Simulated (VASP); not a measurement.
Set up this calculation in VASP 6.6.1, as the native input.

* Task: single point
* Functional: r2SCAN0
* Potentials or basis: VASP PAW PBE potentials, release 64 (Si, C)
* Cutoff: 520 eV
* k mesh: 6 × 6 × 3
* Occupations: fermi-dirac, width 0.05 eV
* Spin: no spin polarisation
* Dipole correction: no
* Grid for exact exchange (PRECFOCK): Normal
* Further INCAR settings: ALGO = Normal; EDIFF = 1e-06; NBANDS = 16
* Share of exact exchange: 0.25

SiC:

```xyz
4
Lattice="3.0760 0.0000 0.0000 -1.5380 2.6639 0.0000 0.0000 0.0000 5.0480" Properties=species:S:1:pos:R:3 pbc="T T T"
Si    1.5380    0.8880    2.5240
Si    0.0000    1.7759    0.0000
C     1.5380    0.8880    4.4675
C     0.0000    1.7759    1.9435
```

These files were run (other wordings do the same):

POSCAR

```
SiC
1.0
    3.0760000000      0.0000000000      0.0000000000
   -1.5380000000      2.6638941420      0.0000000000
    0.0000000000      0.0000000000      5.0480000000
Si C
2 2
Direct
    0.6666666667      0.3333333333      0.5000000000
    0.3333333333      0.6666666667      0.0000000000
    0.6666666667      0.3333333333      0.8850000000
    0.3333333333      0.6666666667      0.3850000000
```

INCAR.step1

```
PREC = Accurate ; ENCUT = 520
EDIFF = 1E-5 ; ISMEAR = -1
SIGMA = 0.05 ; LREAL = False
LASPH = True ; NELM = 80
ALGO = Normal ; ISIF = 2
LWAVE = True ; LCHARG = False
GGA = PE ; NBANDS = 16
```

INCAR.step2

```
PREC = Accurate ; ENCUT = 520
EDIFF = 1E-6 ; ISMEAR = -1
SIGMA = 0.05 ; LREAL = False
LASPH = True ; NELM = 80
ALGO = Normal ; ISIF = 2
LWAVE = False ; LCHARG = False
METAGGA = R2SCAN ; LHFCALC = True
AEXX = 0.25 ; LMIXTAU = True
PRECFOCK = Normal ; ISTART = 1
NBANDS = 16
```

KPOINTS

```
regular mesh
0
Gamma
  6 6 3
```

Potentials or basis: VASP PAW PBE potentials, release 64 (Si, C).

Run with:

```bash
$ cat potpaw_PBE.64/Si/POTCAR potpaw_PBE.64/C/POTCAR > POTCAR
$ cp INCAR.step1 INCAR
$ mpirun -np 1 vasp_std > vasp.out
$ cp INCAR.step2 INCAR
$ mpirun -np 1 vasp_std > vasp.out
```

Results of the run:

```json
{
  "Pressure": "-3.5 GPa",
  "Largest force": "0.779 eV/Å",
  "Band gap on the k mesh": "4.16 eV (least direct gap 6.26 eV)"
}
```

Caveat: the cell stands under tension; the PAW data sets were made with another functional, which shifts forces and pressure a little; an odd mesh through Γ misses points on the zone boundary, where band edges can lie.

Run time: 11 min on 1 thread of Intel(R) Xeon(R) Platinum 8559C (Emerald Rapids), on a shared host, peak memory 0.17 GiB.
